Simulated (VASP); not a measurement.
Input of a VASP 6.6.1 run:

The input INCAR:

```
PREC     = Accurate       # precision mode
ENCUT    = 560            # plane-wave cutoff, eV
EDIFF    = 1E-6           # SCF threshold, eV
ISMEAR   = -1             # smearing method
SIGMA    = 0.1            # smearing width, eV
LREAL    = F              # projectors in reciprocal space
LASPH    = T              # aspherical terms in the spheres
NELM     = 120            # most SCF steps
ALGO     = Normal         # electronic algorithm
ISIF     = 2              # what is computed and relaxed
LWAVE    = F              # write WAVECAR
LCHARG   = F              # write CHGCAR
GGA      = B5             # functional
ALDAX    = 1.0          
AGGAX    = 1.0          
AGGAC    = 1.0          
ALDAC    = 0.0          
NBANDS   = 74             # bands
GGA_COMPAT= F
```

KPOINTS

```
Automatic mesh
0
Gamma
  5 5 5
```

Contents of POSCAR:

```
Os
1.0
    4.9850190884      0.0000000000      0.0000000000
    0.0000000000      4.9850190884      0.0000000000
    0.0000000000      0.0000000000      4.9850190884
Os
8
Direct
    1.0000000000      0.0000000000      1.0000000000
    0.5000000000      0.5000000000      0.5000000000
    0.2500000000      0.0000000000      0.5000000000
    0.7500000000      1.0000000000      0.5000000000
    0.5000000000      0.2500000000      1.0000000000
    0.5000000000      0.7500000000      1.0000000000
    0.0000000000      0.5000000000      0.2500000000
    0.0000000000      0.5000000000      0.7500000000
```

Potentials or basis: VASP PAW PBE potentials, release 64 (Os_sv_GW).

Command:

```bash
$ cat potpaw_PBE.64/Os_sv_GW/POTCAR > POTCAR
$ mpirun -np 1 vasp_std > vasp.out
```

(1) Estimate the pressure.

(2) Predict the band gap on the k mesh.

Answers

(1) 0.0 GPa.

(2) zero (bands 64 and 65 overlap by 0.46 eV).

Caveat: the PAW data sets were made with another functional, which shifts forces and pressure a little; spin-orbit coupling is left out, which moves the levels of the heavy elements.
